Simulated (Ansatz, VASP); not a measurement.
Mo in VASP and in Ansatz

```
Mo
1.0
     2.59633    0.00000    0.00000
     0.00000    2.59633    0.00000
     0.00000    0.00000    2.59858
Mo
1
Direct
  0.00000 0.00000 0.00000
```

Alike in both runs: functional PBE; k mesh 6 × 6 × 6; occupations gaussian, width 0.1 eV; no spin polarisation.

Ansatz relaxed the structure, and its values are those at the end. VASP's run is a single point on that final structure, the one shown.

|  | VASP | Ansatz |
| --- | --- | --- |
| version | VASP 6.6.1 | Ansatz 0.2.0 |
| potentials or method | VASP PAW PBE potentials, release 64 (Mo_sv), cutoff 520 eV | scalar-relativistic, plane waves, PAW |
| valence electrons in the cell | 14 | 14 |

Ansatz gave:

| Item | Value |
| --- | --- |
| gap on the k mesh at the Fermi level (eV) | none |
| pressure (GPa) | 0.0 |

**Question.** What did VASP give for the same quantities?

**Answer.** gap on the k mesh at the Fermi level (eV): none; pressure (GPa): 0.5.

A gap of «none» marks a metal or a gap that the smearing closes. The functional is the same, so the differences come from potentials, cutoffs and numerics.

The k mesh is coarse, so the values compare programs but aren't converged.
